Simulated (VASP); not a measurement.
Write the native input for VASP 6.6.1 that does the following.

```yaml
Task: single point
Functional: PBE
Potentials_or_basis: VASP PAW PBE potentials, release 64 (Hf_pv, O)
Cutoff: 520 eV
k_mesh: 8 × 8 × 8
Occupations: gaussian, width 0.05 eV
Spin: no spin polarisation
Dipole_correction: no
Further_INCAR_settings: ALGO = Normal; EDIFF = 1e-07; NBANDS = 18
```

The structure of HfO2 lies in POSCAR:

```
HfO2
1.0
    0.0191812500      2.5575000000      2.5575000000
    2.5575000000      0.0191812500      2.5575000000
    2.5766812500      2.5766812500      0.0000000000
Hf O
1 2
Direct
    0.0000000000      0.0000000000      0.0000000000
    0.2500000000      0.2500000000      0.2500000000
    0.7500000000      0.7500000000      0.7500000000
```

This cell differs from its parent crystal: strain +0.0150 x Voigt [0, 0, 0, 0, 0, 1].

These files were run (other wordings do the same):

INCAR

```
SYSTEM = HfO2
ALGO     = Normal         ! electronic algorithm
EDIFF    = 1E-7           ! SCF threshold, eV
ENCUT    = 520            ! plane-wave cutoff, eV
GGA      = PE             ! functional
ISIF     = 2              ! what is computed and relaxed
ISMEAR   = 0              ! smearing method
LASPH    = .True.         ! aspherical terms in the spheres
LCHARG   = .False.        ! write CHGCAR
LREAL    = .False.        ! projectors in reciprocal space
LWAVE    = .False.        ! write WAVECAR
NBANDS   = 18             ! bands
NELM     = 80             ! most SCF steps
PREC     = Accurate       ! precision mode
SIGMA    = 0.05           ! smearing width, eV
```

KPOINTS

```
k-points
0
Gamma
  8 8 8
  0 0 0
```

Potentials or basis: VASP PAW PBE potentials, release 64 (Hf_pv, O).

Command:

```sh
$ cat potpaw_PBE.64/Hf_pv/POTCAR potpaw_PBE.64/O/POTCAR > POTCAR
$ mpirun -np 1 vasp_std > vasp.out
```

Results of the run:

```
Pressure               : -5.9 GPa
Largest force          : 0.083 eV/Å
Band gap on the k mesh : 3.73 eV
```

Caveat: the cell differs from its parent crystal (strain +0.0150 x Voigt [0, 0, 0, 0, 0, 1]); the cell stands under tension; spin-orbit coupling is left out, which moves the levels of the heavy elements.

It took 87 s on 1 thread of Intel Xeon 8259CL, with other jobs on the host, peak memory 0.19 GiB.
